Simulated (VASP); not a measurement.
## Cs2SrYCl6: single point with PBE

The system is Cs2SrYCl6.

```
CELL_PARAMETERS angstrom
0.00000 5.44460 5.44460
5.44460 0.00000 5.44460
5.44460 5.44460 0.00000
ATOMIC_POSITIONS crystal
Cs 0.25000 0.25000 0.25000
Cs 0.75000 0.75000 0.75000
Y 0.00000 0.00000 0.00000
Cl 0.75610 0.24390 0.24390
Cl 0.24390 0.75610 0.24390
Cl 0.24390 0.75610 0.75610
Cl 0.75610 0.24390 0.75610
Cl 0.24390 0.24390 0.75610
Cl 0.75610 0.75610 0.24390
Sr 0.50000 0.50000 0.50000
```

```json
{"Program": "VASP 6.6.1", "Task": "single point", "Functional": "PBE", "Potentials or basis": "VASP PAW PBE potentials, release 64 (Cs_sv, Y_sv, Cl, Sr_sv)", "Cutoff": "520 eV", "k mesh": "3 × 3 × 3", "Occupations": "tetrahedron", "Spin": "no spin polarisation"}
```

```json
{
 "Pressure": "1.7 GPa",
 "Largest force": "0.137 eV/Å"
}
```

Forces on the atoms (eV/Å):
```
Cs   0.000  0.000  0.000
Cs   0.000  0.000  0.000
Y    0.000  0.000  0.000
Cl  -0.137  0.000  0.000
Cl   0.000 -0.137  0.000
Cl   0.137  0.000  0.000
Cl   0.000  0.137  0.000
Cl   0.000  0.000 -0.137
Cl   0.000  0.000  0.137
Sr   0.000  0.000  0.000
```

Levels at points of the mesh, in eV from the Fermi level:
| k point | band 36 | band 37 | band 38 | band 39 | band 40 | band 41 | band 42 | band 43 | band 44 | band 45 |
| --- | --- | --- | --- | --- | --- | --- | --- | --- | --- | --- |
| (0.00, 0.00, 0.00) | -5.90 | -5.90 | -5.69 | -5.69 | -5.69 | -0.39 | -0.39 | -0.39 | -0.24 | 0.83 |

Run time: 2.3 min on 1 thread of Intel(R) Xeon(R) Platinum 8259CL CPU @ 2.50GHz (Skylake/Cascade Lake), on a shared host, peak memory 0.53 GiB.

Caveat: spin-orbit coupling is left out, which moves the levels of the heavy elements; an odd number of electrons without spin polarisation forces a metal; a magnetic or distorted state may lie lower; tetrahedron occupations give inexact forces and stress in metals.
